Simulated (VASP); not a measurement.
**Si3N4: single point with PBE**

Si3N4:

```xyz
14
Lattice="7.6057 0.0000 0.0000 -3.8028 6.5867 0.0000 0.0000 0.0000 2.9347" Properties=species:S:1:pos:R:3 pbc="T T T"
Si   -1.3856    5.4301    2.2010
Si    2.2103    1.5151    0.7337
Si    4.0098    3.9150    0.7337
Si   -0.2070    2.6717    2.2010
Si    1.5926    5.0716    2.2010
Si    5.1885    1.1566    0.7337
N     0.0000    4.3911    2.2010
N     3.8028    2.1956    0.7337
N     4.8134    4.4105    2.2010
N    -1.4129    6.3738    0.7337
N     2.4235    4.6234    0.7337
N     1.3793    1.9633    2.2010
N    -1.0106    2.1762    0.7337
N     5.2157    0.2129    2.2010
```

This cell differs from its parent crystal: uniaxial z strain +1.0%.

| Property | Result |
| --- | --- |
| Program | VASP 6.6.1 |
| Task | single point |
| Functional | PBE |
| Potentials or basis | VASP PAW PBE potentials, release 64 (Si, N) |
| Cutoff | 520 eV |
| k mesh | 6 × 6 × 8 |
| Occupations | fermi-dirac, width 0.02 eV |
| Spin | no spin polarisation |

```yaml
Pressure: 2.8 GPa
Largest_force: 0.049 eV/Å
Band_gap_on_the_k_mesh: 4.14 eV (least direct gap 4.39 eV)
```

Forces on the atoms (eV/Å):
```
Si   0.025  0.042  0.000
Si  -0.023  0.043  0.000
Si   0.049 -0.001  0.000
Si  -0.049  0.001  0.000
Si   0.023 -0.043  0.000
Si  -0.025 -0.042  0.000
N    0.000  0.000  0.000
N    0.000  0.000  0.000
N    0.018  0.022  0.000
N   -0.010  0.027  0.000
N    0.028 -0.005  0.000
N   -0.028  0.005  0.000
N   -0.018 -0.022  0.000
N    0.010 -0.027  0.000
```

Stress tensor (GPa, compression positive):
```
4.13 0.00 0.00
0.00 4.13 0.00
0.00 0.00 0.08
```

Levels at points of the mesh, in eV from the valence-band top:
```csv
k point,band 28,band 29,band 30,band 31,band 32,band 33,band 34,band 35,band 36,band 37
"(0.00, 0.00, 0.00)",-1.25,-1.25,-0.50,-0.38,-0.24,4.14,4.65,4.73,4.73,5.10
"(0.50, 0.00, 0.00)",-1.65,-1.32,-0.76,-0.37,-0.30,4.49,4.54,4.69,5.15,5.72
"(0.00, 0.00, 0.50)",-1.61,-1.61,-1.61,-1.29,-1.29,4.75,4.75,4.75,4.75,7.27
"(0.50, 0.00, 0.50)",-1.87,-1.49,-1.49,-1.01,-1.01,4.83,4.83,5.85,5.85,6.28
```

It took 4.2 min on 1 thread of Intel(R) Xeon(R) Platinum 8488C (Sapphire Rapids) (shared host), peak memory 0.37 GiB.

Caveat: the cell differs from its parent crystal (uniaxial z strain +1.0%). A k mesh can miss the band edges.
